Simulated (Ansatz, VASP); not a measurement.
**Two plane-wave programs on ReSb2**

```
Re Sb
1.0
     3.82565    0.00000    0.00000
     0.00000    3.82565    0.00000
     0.00000    0.00000    5.25592
Re Sb
1 2
Direct
  0.00000 0.00000 0.00000
  0.00000 0.00000 0.50000
  0.50000 0.50000 0.00000
```

Change from the starting cell: ordered vacancies on the cation sites of rock salt (P4/mmm, No. 123).

Alike in both runs: task single point; functional PBE; k mesh 4 × 4 × 4; occupations gaussian, width 0.1 eV; collinear spin.

```csv
,VASP,Ansatz
version,VASP 6.6.1,Ansatz 0.2.0
potentials or method,"VASP PAW PBE potentials, release 64 (Re, Sb), cutoff 520 eV","scalar-relativistic, plane waves, PAW"
valence electrons in the cell,17,45
```

```tsv
	VASP	Ansatz	Ansatz less VASP
gap on the k mesh at the Fermi level (eV)	none	none	-
pressure (GPa)	-0.1	0.1	+0.24
traceless stress, the component that is largest in VASP (GPa)	-0.08	0.03	+0.104
net moment per atom (μB)	0.20	0.20	+0.002
size of the moment on the site where the two differ most (μB)	0.61	0.51	-0.105
```

Site moments also hang on the region over which each program counts them. A gap of «none» marks a metal or a gap that the smearing closes. With one functional, cell and mesh, what is left measures potentials, basis and numerics. VASP's potentials hold 17 valence electrons a cell and Ansatz's 45, so a difference there can come from the potentials and not from the codes.

The k mesh is coarse, so the values compare programs but aren't converged. Spin-orbit coupling is off throughout.
